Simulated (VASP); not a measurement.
Mg3ZrN, 5 atoms in the cell. The structure is tetragonal, space group P4/mmm (No. 123). Conventional cell: a = 5.369 Å, b = 5.369 Å, c = 3.706 Å, α = 90.00°, β = 90.00°, γ = 90.00°. Within 3.5 Å of Mg (site symmetry mmm) lie 2 Mg at 2.68 Å and 4 Zr at 3.26 Å and 4 N at 3.26 Å. Mg (site symmetry 4/mmm) has 2 N at 1.85 Å within 2.5 Å. Zr (site symmetry 4/mmm) has 16 Mg at 3.26 to 4.22 Å and 2 Zr at 3.71 Å and 4 N at 3.80 Å within 4.3 Å. N (site symmetry 4/mmm) has 2 Mg at 1.85 Å within 2.5 Å. 

```yaml
Program: VASP 6.6.1
Task: single point
Functional: PBE
Potentials_or_basis: VASP PAW PBE potentials, release 64 (Mg, Zr_sv, N)
Cutoff: 520 eV
k_mesh: 4 × 4 × 6
Occupations: gaussian, width 0.1 eV
Spin: collinear spin, ferromagnetic start
Starting_moments: "[0.0, 0.0, 0.0, 1.0, 0.0] μB"
Dipole_correction: no
Further_INCAR_settings: ALGO = Normal; EDIFF = 1e-06; NBANDS = 24
```

Potentials or basis: VASP PAW PBE potentials, release 64 (Mg, Zr_sv, N).

Command:

```sh
$ cat potpaw_PBE.64/Mg/POTCAR potpaw_PBE.64/Zr_sv/POTCAR potpaw_PBE.64/N/POTCAR > POTCAR
$ mpirun -np 1 vasp_std > vasp.out
```

Hardware: 1 thread of Intel(R) Xeon(R) Platinum 8375C CPU @ 2.90GHz (Ice Lake), on a shared host.

Question: How long does it take, and how much memory?

Answer: Wall time 2.6 min on 1 thread of Intel(R) Xeon(R) Platinum 8375C CPU @ 2.90GHz (Ice Lake), with other jobs on the host, peak memory 0.29 GiB. Counts: scf iterations 20, k points 24.
